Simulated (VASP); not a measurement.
# LiCl in VASP: settings compared

The runs below take LiCl through single point, with PBEsol, PBEsol-based global hybrid with 25 % exact exchange.

All numbers are computed with VASP 6.6.1; they aren't measurements. Logs are shortened: lines on timing, memory, paths and dates and some standing lists are left out, and cuts for length are marked.

### Step 1. The cell of the first run

Symmetry: I4/mmm, No. 139, tetragonal system. Conventional cell: a = 3.591 Å, b = 3.591 Å, c = 5.130 Å, α = 90.00°, β = 90.00°, γ = 90.00°. Cl (site symmetry 4/mmm) has 6 Li at 2.54 to 2.56 Å within 3.4 Å. Li (site symmetry 4/mmm) has 6 Cl at 2.54 to 2.56 Å within 3.4 Å.

### Step 2. Single point, PBEsol

INCAR reads:

```
  PREC = Accurate
  ENCUT = 750
  EDIFF = 1E-6
  ISMEAR = -1
  SIGMA = 0.05
  LREAL = F
  LASPH = T
  NELM = 120
  ALGO = Normal
  ISIF = 2
  LWAVE = F
  LCHARG = T
  GGA = PS
  LELF = T
  LVHAR = T
  NBANDS = 12
  GGA_COMPAT = F
```

KPOINTS reads:

```
regular mesh
0
Gamma
  8 8 8
```

POSCAR reads:

```
LiCl
1.0
    0.0000000000      2.5391223000      2.5647700000
    2.5391223000      0.0000000000      2.5647700000
    2.5391223000      2.5391223000      0.0000000000
Cl Li
1 1
Direct
    0.5000000000      0.5000000000      0.5000000000
    0.0000000000      0.0000000000      0.0000000000
```

Potentials or basis: VASP PAW PBE potentials, release 64 (Cl, Li_sv).

The run is started by

```sh
$ cat potpaw_PBE.64/Cl/POTCAR potpaw_PBE.64/Li_sv/POTCAR > POTCAR
$ mpirun -np 1 vasp_std > vasp.out
```

OUTCAR:

```text
PREC = Accurate
   ENCUT = 750
   EDIFF = 1E-6
   ISMEAR = -1
   LREAL = F
   LASPH = T
   NELM = 120
   ISIF = 2
   GGA = PS

 ion  position               nearest neighbor table
   1  0.500  0.500  0.500-   2 2.54   2 2.54   2 2.54   2 2.54   2 2.56   2 2.56
   2  0.000  0.000  0.000-   1 2.54   1 2.54   1 2.54   1 2.54   1 2.56   1 2.56

  LATTYP: Found a body centered tetragonal cell.
 ALAT       =     3.5908611932
 C/A-ratio  =     1.4284985479

  Lattice vectors:

 A1 = (  -2.5391223000,   0.0000000000,   2.5647700000)
 A2 = (   2.5391223000,   0.0000000000,   2.5647700000)
 A3 = (   0.0000000000,   2.5391223000,  -2.5647700000)

Analysis of symmetry for initial positions (statically):
=====================================================================
 Subroutine PRICEL returns:
 Original cell was already a primitive cell.

 Routine SETGRP: Setting up the symmetry group for a
 body centered tetragonal supercell.

 Subroutine GETGRP returns: Found 16 space group operations
 (whereof 16 operations were pure point group operations)
 out of a pool of 16 trial point group operations.

The static configuration has the point symmetry D_4h.

Analysis of symmetry for dynamics (positions and initial velocities):
=====================================================================
 Subroutine PRICEL returns:
 Original cell was already a primitive cell.

 Routine SETGRP: Setting up the symmetry group for a
 body centered tetragonal supercell.

 Subroutine GETGRP returns: Found 16 space group operations
 (whereof 16 operations were pure point group operations)
 out of a pool of 16 trial point group operations.

The dynamic configuration has the point symmetry D_4h.

 Subroutine INISYM returns: Found 16 space group operations
 (whereof 16 operations are pure point group operations),
 and found     1 'primitive' translations

----------------------------------------------------------------------------------------

                                     Primitive cell

  volume of cell :      33.0709

  direct lattice vectors                    reciprocal lattice vectors
     0.000000000  2.539122300  2.564770000    -0.196918439  0.196918439  0.194949255
     2.539122300  0.000000000  2.564770000     0.196918439 -0.196918439  0.194949255
     2.539122300  2.539122300  0.000000000     0.196918439  0.196918439 -0.194949255

  length of vectors
     3.609042422  3.609042422  3.590861193     0.339939635  0.339939635  0.339939635

[... 81 lines left out ...]
   LREAL  =      F    real-space projection
[... 7 lines left out ...]
   TEBEG  =    0.0;   TEEND  =   0.0 temperature during run
   PSTRESS=    0.0 pullay stress
   NELECT =      10.0000    total number of electrons
   NUPDOWN=      -1.0000    fix difference up-down
   EMIN   =  10.00;   EMAX   =-10.00  energy-range for DOS
   EFERMI =   0.00;   METHOD = LEGACY
   ISMEAR =    -1;   SIGMA  =   0.05  broadening in eV -4-tet -1-fermi 0-gaus
   EFERMI_NEDOS =   21; number of points for ismear=-14 and -15
   IALGO  =     38    algorithm
   IMIX   =      4    mixing-type and parameters
     AMIX     =   0.40;   BMIX     =  1.00
     AMIX_MAG =   1.60;   BMIX_MAG =  1.00
  volume/ion in A,a.u.               =      16.54       111.59
  Fermi-wavevector in a.u.,A,eV,Ry     =   1.098819  2.076467 16.427727  1.207404
  Thomas-Fermi vector in A             =   2.235203
   LORBIT       =      0    0 simple, 1 ext, 2 COOP (PROOUT), +10 PAW based schemes
   GGA     = PS    functional components
   LHFCALC =     F    Hartree Fock is set to
   AEXX    =    0.0000 exact exchange contribution
   IVDW    =     0    specifies the selected vdW correction
   LEPSILON=     F    determine dielectric tensor
   LRPA    =     F    only Hartree local field effects (RPA)
 non-spin polarized calculation
  energy-cutoff  :      750.00
  volume of cell :       33.07
 maximum number of plane-waves:      1564
   NGX = 17   NGY = 17   NGZ = 17

 number of electron      10.0000001 magnetization

 Free energy of the ion-electron system (eV)
  ---------------------------------------------------
  ext. energy  EPLUGINS =         0.00000000
  ---------------------------------------------------
  free energy    TOTEN  =        -7.63651252 eV

  energy without entropy =       -7.63651252  energy(sigma->0) =       -7.63651252

 E-fermi :   1.7947     XC(G=0):  -8.9984

 val. band max:        0.7042663911   @ k =   0.0000   0.0000   0.0000
 cond. band min:       6.9306871999   @ k =   0.0000   0.0000   0.0000
 fundamental gap:      6.2264208088
 Fermi energy:         1.7947036231

 k-point     1 :       0.0000    0.0000    0.0000
  band No.  band energies     occupation
      1     -42.0848      2.00000
      2     -12.7800      2.00000
      3       0.6768      2.00000
      4       0.6768      2.00000
      5       0.7043      2.00000
      6       6.9307      0.00000
      7      12.4559      0.00000
      8      12.5448      0.00000
      9      12.5448      0.00000
     10      15.0828      0.00000
     11      15.2454      0.00000
     12      15.2905      0.00000
[... 331 lines left out ...]
 k-point    24 :       0.3750   -0.0000    0.1250
  band No.  band energies     occupation
      1     -42.0821      2.00000
      2     -12.2804      2.00000
      3      -1.6250      2.00000
      4       0.2014      2.00000
      5       0.2260      2.00000
      6       8.2272      0.00000
      7      10.1840      0.00000
      8      11.2590      0.00000
      9      11.6965      0.00000
     10      14.8556      0.00000
     11      17.0613      0.00000
     12      17.7282      0.00000

 [... further k-points ...]

------------------------ aborting loop because EDIFF is reached ----------------------------------------

  FORCE on cell =-STRESS in cart. coord.  units (eV):
  Direction    XX          YY          ZZ          XY          YZ          ZX
  --------------------------------------------------------------------------------------
  -------------------------------------------------------------------------------------
  Total       -0.1131908     -0.1131908     -0.1908763      0.0000000      0.0000000     -0.0000000
  in kB       -5.4837304     -5.4837304     -9.2473416      0.0000000      0.0000000     -0.0000000
  external PRESSURE =      -6.7382675 kB  Pullay stress =       0.0000000 kB

 VOLUME and BASIS-vectors are now :
 -----------------------------------------------------------------------------
  energy-cutoff  :      750.00
  volume of cell :       33.07
      direct lattice vectors                 reciprocal lattice vectors
     0.000000000  2.539122300  2.564770000    -0.196918439  0.196918439  0.194949255
     2.539122300  0.000000000  2.564770000     0.196918439 -0.196918439  0.194949255
     2.539122300  2.539122300  0.000000000     0.196918439  0.196918439 -0.194949255

 POSITION                                       TOTAL-FORCE (eV/Angst)
 -----------------------------------------------------------------------------------
      2.53912      2.53912      2.56477        -0.000000      0.000000      0.000000
      0.00000      0.00000      0.00000         0.000000     -0.000000      0.000000
 -----------------------------------------------------------------------------------
    total drift:                               -0.000000     -0.000000      0.000000

  FREE ENERGIE OF THE ION-ELECTRON SYSTEM (eV)
  ---------------------------------------------------
  free  energy   TOTEN  =        -7.6365125219 eV

  energy  without entropy=       -7.6365125218  energy(sigma->0) =       -7.63651252
```

OSZICAR:

```text
N       E                     dE             d eps       ncg     rms          rms(c)
DAV:   1     0.489373438021E+02    0.48937E+02   -0.51438E+03  1416   0.101E+03
DAV:   2    -0.452549099642E+01   -0.53463E+02   -0.51293E+02  1792   0.162E+02
DAV:   3    -0.761858008954E+01   -0.30931E+01   -0.30823E+01  1948   0.397E+01
DAV:   4    -0.768935705204E+01   -0.70777E-01   -0.70749E-01  1956   0.607E+00
DAV:   5    -0.769016421462E+01   -0.80716E-03   -0.80715E-03  1924   0.607E-01    0.232E+00
DAV:   6    -0.763667897763E+01    0.53485E-01   -0.10487E-01  1860   0.151E+00    0.157E+00
DAV:   7    -0.763475499548E+01    0.19240E-02   -0.33290E-02  2244   0.987E-01    0.753E-01
DAV:   8    -0.763649485349E+01   -0.17399E-02   -0.34829E-03  1760   0.426E-01    0.108E-01
DAV:   9    -0.763648263486E+01    0.12219E-04   -0.13476E-04  1808   0.859E-02    0.359E-02
DAV:  10    -0.763651382455E+01   -0.31190E-04   -0.43733E-05  1692   0.472E-02    0.254E-02
DAV:  11    -0.763651251801E+01    0.13065E-05   -0.51811E-06  1820   0.145E-02    0.214E-03
DAV:  12    -0.763651252187E+01   -0.38638E-08   -0.13032E-07   984   0.324E-03
   1 F= -.76365125E+01 E0= -.76365125E+01  d E =-.259369E-10
```

Wall time 46 s (1 thread of Intel Xeon 8259CL, shared host); peak memory 0.19 GiB.

What came out:

```yaml
Free_energy: -7.6365 eV
Pressure: -0.7 GPa
Band_gap_on_the_k_mesh: 6.23 eV
```

Stress tensor (GPa, compression positive):
```
-0.55  0.00  0.00
 0.00 -0.55  0.00
 0.00  0.00 -0.92
```

Caveat: the PAW data sets were made with another functional, which shifts forces and pressure a little.

[end of part 1 of 2]
